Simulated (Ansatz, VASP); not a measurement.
# Hg in VASP and in Ansatz

File INCAR:

```
SYSTEM = Hg
  PREC = Accurate
  ENCUT = 520
  EDIFF = 1E-6
  ISMEAR = -1
  SIGMA = 0.05
  LREAL = .False.
  LASPH = .True.
  NELM = 60
  ALGO = Normal
  ISIF = 2
  LWAVE = .False.
  LCHARG = .True.
  GGA = PE
  LELF = .True.
  LVHAR = .True.
  NBANDS = 19
```

File KPOINTS:

```
Automatic mesh
0
Gamma
  11 11 11
  0 0 0
```

POSCAR

```
Hg
1.0
    0.0000000000      3.7309343978      3.7309343978
    3.7309343978      0.0000000000      3.7309343978
    3.7309343978      3.7309343978      0.0000000000
Hg
2
Direct
   -0.1250000000     -0.1250000000     -0.1250000000
    0.1250000000      0.1250000000      0.1250000000
```

Input for Ansatz:

```yaml
crystal:
  lattice:
    - [0.0, 3.7309343978, 3.7309343978]
    - [3.7309343978, 0.0, 3.7309343978]
    - [3.7309343978, 3.7309343978, 0.0]
  atoms:
    - { symbol: Hg, position: [-0.125, -0.125, -0.125] }
    - { symbol: Hg, position: [0.125, 0.125, 0.125] }
kpoints:
  mp_grid: { grid: [11, 11, 11] }
scf:
  occupations: { method: fermi_dirac, width: 0.05 }
hamiltonian:
  xc: pbe
  pseudopotentials: { kind: nc }
output:
  forces: true
  stress: true
  eigenvalues: true
```

Change from the starting cell: volume scaled by 0.92, norm-conserving files.

Alike in both runs: task single point; functional PBE; k mesh 11 × 11 × 11; occupations fermi-dirac, width 0.05 eV; no spin polarisation.

|  | VASP | Ansatz |
| --- | --- | --- |
| version | VASP 6.6.1 | Ansatz 0.2.0 |
| potentials or method | VASP PAW PBE potentials, release 64 (Hg) | norm-conserving pseudopotentials, scalar-relativistic |
| plane-wave cutoff (eV) | 520 | 898 |
| valence electrons in the cell | 24 | 40 |

```tsv
	VASP	Ansatz	Ansatz less VASP
pressure (GPa)	0.2	0.2	0.00
```

With one functional, cell and mesh, what is left measures potentials, basis and numerics. VASP's potentials hold 24 valence electrons a cell and Ansatz's 40, so a difference there can come from the potentials and not from the codes.

Spin-orbit coupling is off throughout.
